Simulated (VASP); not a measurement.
# ZnS in VASP: single point with PBE

Aim: the single point of ZnS with PBE.

Program: VASP 6.6.1. These are calculated values, not measurements. Logs are shortened: lines on timing, memory, paths and dates and some standing lists are left out, and cuts for length are marked.

## (1) The cell of the first run

The typed cell holds 8 atoms: a = 3.811 Å, b = 3.811 Å, c = 13.222 Å, α = 73.25°, β = 73.25°, γ = 60.00°.

## (2) Single point, PBE

Input file INCAR:

```
ALGO     = Normal         # electronic algorithm
EDIFF    = 1E-7           # SCF threshold, eV
ENCUT    = 520            # plane-wave cutoff, eV
GGA      = PE             # functional
ISIF     = 2              # what is computed and relaxed
ISMEAR   = 0              # smearing method
LASPH    = T              # aspherical terms in the spheres
LCHARG   = F              # write CHGCAR
LREAL    = F              # projectors in reciprocal space
LWAVE    = F              # write WAVECAR
NBANDS   = 46             # bands
NELM     = 80             # most SCF steps
PREC     = Accurate       # precision mode
SIGMA    = 0.05           # smearing width, eV
```

Input file KPOINTS:

```
k-points
0
Gamma
  8 8 3
```

Input file POSCAR:

```
ZnS
1.0
   -3.8109987816      0.0000000000      0.0000000000
   -1.9054993908     -3.3004217586      0.0000000000
   -3.8111893315     -2.2003911865     12.4680000000
Zn S
4 4
Direct
   -0.1025217917     -0.1025217917      0.6537500000
    0.2308282083      0.2308282083      0.1537500000
    0.0641365417      0.0641365417      0.9037500000
    0.3974865417      0.3974865417      0.4037500000
   -0.2308615417     -0.2308615417      0.8462500000
    0.1024884583      0.1024884583      0.3462500000
    0.6024967917      0.6024967917      0.0962500000
    0.2691467917      0.2691467917      0.5962500000
```

Potentials or basis: VASP PAW PBE potentials, release 64 (Zn, S).

Started as:

```
> cat potpaw_PBE.64/Zn/POTCAR potpaw_PBE.64/S/POTCAR > POTCAR
> mpirun -np 1 vasp_std > vasp.out
```

OUTCAR:

```text
EDIFF = 1E-7
   ENCUT = 520
   GGA = PE
   ISIF = 2
   ISMEAR = 0
   LASPH = T
   LREAL = F
   NELM = 80
   PREC = Accurate

 ion  position               nearest neighbor table
   1  0.897  0.897  0.654-   8 2.31   8 2.31   8 2.31   5 2.40
   2  0.231  0.231  0.154-   7 2.31   7 2.31   7 2.31   6 2.40
   3  0.064  0.064  0.904-   5 2.31   5 2.31   5 2.31
   4  0.397  0.397  0.404-   6 2.31   6 2.31   6 2.31   8 2.40
   5  0.769  0.769  0.846-   3 2.31   3 2.31   3 2.31   1 2.40
   6  0.102  0.102  0.346-   4 2.31   4 2.31   4 2.31   2 2.40
   7  0.602  0.602  0.096-   2 2.31   2 2.31   2 2.31
   8  0.269  0.269  0.596-   1 2.31   1 2.31   1 2.31   4 2.40

  LATTYP: Found a base centered monoclinic cell.
 ALAT       =     6.6008435173
 B/A-ratio  =     0.5773502692
 C/A-ratio  =     1.9180305881
 COS(beta)  =    -0.1737719941

  Lattice vectors:

 A1 = (  -3.8109987816,   0.0000000000,   0.0000000000)
 A2 = (  -1.9054993908,  -3.3004217586,   0.0000000000)
 A3 = (   1.9053088409,   1.1000305721,  12.4680000000)

Analysis of symmetry for initial positions (statically):
=====================================================================
 Subroutine PRICEL returns:
 Original cell was already a primitive cell.

 Routine SETGRP: Setting up the symmetry group for a
 base centered monoclinic supercell.

 Subroutine GETGRP returns: Found  2 space group operations
 (whereof  2 operations were pure point group operations)
 out of a pool of  4 trial point group operations.

The static configuration has the point symmetry C_1h.

Analysis of symmetry for dynamics (positions and initial velocities):
=====================================================================
 Subroutine PRICEL returns:
 Original cell was already a primitive cell.

 Routine SETGRP: Setting up the symmetry group for a
 base centered monoclinic supercell.

 Subroutine GETGRP returns: Found  2 space group operations
 (whereof  2 operations were pure point group operations)
 out of a pool of  4 trial point group operations.

The dynamic configuration has the point symmetry C_1h.

 Subroutine INISYM returns: Found  2 space group operations
 (whereof  2 operations are pure point group operations),
 and found     1 'primitive' translations

----------------------------------------------------------------------------------------

                                     Primitive cell

  volume of cell :     156.8213

  direct lattice vectors                    reciprocal lattice vectors
    -3.810998782  0.000000000  0.000000000    -0.262398405  0.151495789 -0.053472891
    -1.905499391 -3.300421759  0.000000000     0.000000000 -0.302991579 -0.053472891
    -3.811189332 -2.200391187 12.468000000     0.000000000  0.000000000  0.080205326

  length of vectors
     3.810998782  3.810998782 13.221872390     0.307673930  0.307673930  0.080205326

  position of ions in fractional coordinates (direct lattice)
     0.897478208  0.897478208  0.653750000
     0.230828208  0.230828208  0.153750000
     0.064136542  0.064136542  0.903750000
     0.397486542  0.397486542  0.403750000
     0.769138458  0.769138458  0.846250000
     0.102488458  0.102488458  0.346250000
     0.602496792  0.602496792  0.096250000
     0.269146792  0.269146792  0.596250000

  ion indices of the primitive-cell ions
   primitive index   ion index
                 1           1
                 2           2
                 3           3
                 4           4
                 5           5
                 6           6
                 7           7
                 8           8

----------------------------------------------------------------------------------------

[... 22 lines left out ...]
|           W    W   A  A   R    R  NN   N  II  NN   N  G    G  !!!           |
|           W    W  A    A  R    R  N N  N  II  N N  N  G       !!!           |
|           W WW W  AAAAAA  RRRRR   N  N N  II  N  N N  G  GGG   !            |
|           WW  WW  A    A  R   R   N   NN  II  N   NN  G    G                |
|           W    W  A    A  R    R  N    N  II  N    N   GGGG   !!!           |
|                                                                             |
|     Your reciprocal lattice and k-lattice belong to different lattice       |
|     classes:                                                                |
|                                                                             |
|        The reciprocal lattice is rhombohedral (trigonal),                   |
|        whereas your k-lattice is base-centered monoclinic.                  |
|                                                                             |
|     Results are often still useful ...                                      |
|                                                                             |
 -----------------------------------------------------------------------------

 WARNING: IBZKPT: internal override: KBLOWUP is changed to .FALSE.
      ... skipping the blow-up phase ...

 Subroutine IBZKPT returns following result:
 ===========================================

 Found     57 irreducible k-points:

 Following reciprocal coordinates:
            Coordinates               Weight
  0.000000  0.000000  0.000000      1.000000
  0.125000 -0.000000  0.000000      4.000000
  0.250000 -0.000000  0.000000      4.000000
  0.375000 -0.000000 -0.000000      4.000000
  0.500000 -0.000000  0.000000      2.000000
  0.125000  0.125000  0.000000      2.000000
[... 16 lines left out ...]
  0.125000 -0.000000  0.333333      4.000000
  0.250000 -0.000000  0.333333      4.000000
 [... further k-points ...]
   k-points           NKPTS =     57   k-points in BZ     NKDIM =     57   number of bands    NBANDS=     46
   number of dos      NEDOS =    301   number of ions     NIONS =      8
   total plane-waves  NPLWV =  76832
   dimension x,y,z NGX =    28 NGY =   28 NGZ =   98
   dimension x,y,z NGXF=    56 NGYF=   56 NGZF=  196
   ions per type =               4   4
   NGX,Y,Z   is equivalent  to a cutoff of  12.21, 12.21, 12.32 a.u.
   NGXF,Y,Z  is equivalent  to a cutoff of  24.43, 24.43, 24.64 a.u.
 SYSTEM =  unknown system
   PREC   = accura    normal or accurate (medium, high low for compatibility)
   ISTART =      0    job   : 0-new  1-cont  2-samecut
   ICHARG =      2    charge: 1-file 2-atom 10-const
   ISPIN  =      1    spin polarized calculation?
   LNONCOLLINEAR =      F non collinear calculations
   LSORBIT =      F    spin-orbit coupling
   LASPH  =      T    aspherical Exc in radial PAW
   ENCUT  =  520.0 eV  38.22 Ry    6.18 a.u.   7.09  7.09 24.58*2*pi/ulx,y,z
   NELM   =     80;   NELMIN=  2; NELMDL= -5     # of ELM steps
   EDIFF  = 0.1E-06   stopping-criterion for ELM
   LREAL  =      F    real-space projection
   EDIFFG = 0.1E-05   stopping-criterion for IOM
   NSW    =      0    number of steps for IOM
   IBRION =     -1    ionic relax: 0-MD 1-quasi-New 2-CG
   NFREE  =      0    steps in history (QN), initial steepest desc. (CG)
   ISIF   =      2    stress and relaxation
   ISYM   =      2    0-nonsym 1-usesym 2-fastsym
   POTIM  = 0.5000    time-step for ionic-motion
   TEBEG  =    0.0;   TEEND  =   0.0 temperature during run
   PSTRESS=    0.0 pullay stress
   NELECT =      72.0000    total number of electrons
   NUPDOWN=      -1.0000    fix difference up-down
   EMIN   =  10.00;   EMAX   =-10.00  energy-range for DOS
   EFERMI =   0.00;   METHOD = LEGACY
   ISMEAR =     0;   SIGMA  =   0.05  broadening in eV -4-tet -1-fermi 0-gaus
   EFERMI_NEDOS =   21; number of points for ismear=-14 and -15
   IALGO  =     38    algorithm
   IMIX   =      4    mixing-type and parameters
     AMIX     =   0.40;   BMIX     =  1.00
     AMIX_MAG =   1.60;   BMIX_MAG =  1.00
  volume/ion in A,a.u.               =      19.60       132.29
  Fermi-wavevector in a.u.,A,eV,Ry     =   1.262944  2.386617 21.701656  1.595027
  Thomas-Fermi vector in A             =   2.396326
   LORBIT       =      0    0 simple, 1 ext, 2 COOP (PROOUT), +10 PAW based schemes
   GGA     = PE    functional components
   LHFCALC =     F    Hartree Fock is set to
   AEXX    =    0.0000 exact exchange contribution
   IVDW    =     0    specifies the selected vdW correction
   LEPSILON=     F    determine dielectric tensor
   LRPA    =     F    only Hartree local field effects (RPA)
 non-spin polarized calculation
 Gauss-broadening in eV      SIGMA  =   0.05
  energy-cutoff  :      520.00
  volume of cell :      156.82
 maximum number of plane-waves:      4252
   NGX = 15   NGY = 15   NGZ = 49

 number of electron      71.9999990 magnetization

 Free energy of the ion-electron system (eV)
  ---------------------------------------------------
  ext. energy  EPLUGINS =         0.00000000
  ---------------------------------------------------
  free energy    TOTEN  =       -26.31877734 eV

  energy without entropy =      -26.31877734  energy(sigma->0) =      -26.31877734

 E-fermi :   2.7342     XC(G=0):  -9.6881

 val. band max:        2.5152412623   @ k =   0.0000   0.0000   0.0000
 cond. band min:       3.7402159999   @ k =   0.0000   0.0000   0.0000
 fundamental gap:      1.2249747377
 Fermi energy:         2.7341813854

 k-point     1 :       0.0000    0.0000    0.0000
  band No.  band energies     occupation
      1     -11.2708      2.00000
      2     -10.6496      2.00000
      3     -10.3101      2.00000
      4      -9.7740      2.00000
      5      -4.8384      2.00000
      6      -4.8384      2.00000
[... 1165 lines left out ...]
     45       9.3623      0.00000
     46       9.5436      0.00000

 [... further k-points ...]

------------------------ aborting loop because EDIFF is reached ----------------------------------------

  FORCE on cell =-STRESS in cart. coord.  units (eV):
  Direction    XX          YY          ZZ          XY          YZ          ZX
  --------------------------------------------------------------------------------------
  -------------------------------------------------------------------------------------
  Total        1.7823424      1.7818794      3.8325717      0.0004010     -0.0003671     -0.0006359
  in kB       18.2094434     18.2047133     39.1557751      0.0040964     -0.0037509     -0.0064970
  external PRESSURE =      25.1899772 kB  Pullay stress =       0.0000000 kB

 VOLUME and BASIS-vectors are now :
 -----------------------------------------------------------------------------
  energy-cutoff  :      520.00
  volume of cell :      156.82
      direct lattice vectors                 reciprocal lattice vectors
    -3.810998782  0.000000000  0.000000000    -0.262398405  0.151495789 -0.053472891
    -1.905499391 -3.300421759  0.000000000     0.000000000 -0.302991579 -0.053472891
    -3.811189332 -2.200391187 12.468000000     0.000000000  0.000000000  0.080205326

 POSITION                                       TOTAL-FORCE (eV/Angst)
 -----------------------------------------------------------------------------------
     -7.62200     -4.40056      8.15096         0.000820      0.000474      0.114840
     -1.90550     -1.10014      1.91696        -0.000611     -0.000353      0.440088
     -3.81100     -2.20028     11.26796        -0.000557     -0.000321      0.053203
     -3.81100     -2.20028      5.03396         0.000783      0.000452      0.098506
     -7.62200     -4.40056     10.55104         0.000086      0.000050     -0.536493
     -1.90550     -1.10014      4.31704        -0.000113     -0.000066     -0.075932
     -3.81100     -2.20028      1.20004        -0.000378     -0.000218      0.051355
     -3.81100     -2.20028      7.43404        -0.000030     -0.000017     -0.145567
 -----------------------------------------------------------------------------------
    total drift:                                0.000378      0.000218      0.000404

  FREE ENERGIE OF THE ION-ELECTRON SYSTEM (eV)
  ---------------------------------------------------
  free  energy   TOTEN  =       -26.3187773419 eV

  energy  without entropy=      -26.3187773419  energy(sigma->0) =      -26.31877734
```

Wall time 16 min (1 thread of Oxide Virtual Turin-like, shared host); peak memory 0.42 GiB.

What came out:

| Quantity | Value |
| --- | --- |
| Free energy | -26.3188 eV |
| Pressure | 2.5 GPa |
| Largest force | 0.536 eV/Å |
| Band gap on the k mesh | 1.23 eV, direct |

Forces on the atoms (eV/Å):
```
Zn   0.001  0.000  0.115
Zn  -0.001  0.000  0.440
Zn  -0.001  0.000  0.053
Zn   0.001  0.000  0.099
S    0.000  0.000 -0.536
S    0.000  0.000 -0.076
S    0.000  0.000  0.051
S    0.000  0.000 -0.146
```

A k mesh can miss the band edges. As with any semilocal functional, this PBE gap is likely too small.
